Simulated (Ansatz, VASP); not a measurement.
**Two plane-wave programs on EuI3**

```xyz
4
Lattice="0.0000 3.7467 3.7467 3.7467 0.0000 3.7467 3.7467 3.7467 0.0000" Properties=species:S:1:pos:R:3 pbc="T T T"
Eu    0.0000    0.0000    0.0000
I     3.7467    3.7467    3.7467
I     1.8734    1.8734    1.8734
I     5.6201    5.6201    5.6201
```

Alike in both runs: task single point; functional PBE; k mesh 6 × 6 × 6; occupations fermi-dirac, width 0.05 eV; collinear spin.

|  | VASP | Ansatz |
| --- | --- | --- |
| version | VASP 6.6.1 | Ansatz 0.2.0 |
| potentials or method | VASP PAW PBE potentials, release 64 (Eu, I) | Ansatz PAW |
| plane-wave cutoff (eV) | 520 | 420 |
| valence electrons in the cell | 38 | 68 |

Ansatz gave:

```
gap on the k mesh at the Fermi level (eV)                     : none
pressure (GPa)                                                : 17.0
net moment per atom (μB)                                      : 1.54
size of the moment on the site where the two differ most (μB) : 6.62
```

Task: What did VASP give for the same quantities?

Result: gap on the k mesh at the Fermi level (eV): none; pressure (GPa): 16.9; net moment per atom (μB): 1.54; size of the moment on the site where the two differ most (μB): 6.42.

Site moments also hang on the region over which each program counts them. A gap of «none» marks a metal or a gap that the smearing closes. VASP's potentials hold 38 valence electrons a cell and Ansatz's 68, so a difference there can come from the potentials and not from the codes.

Neither program's run includes spin-orbit coupling.
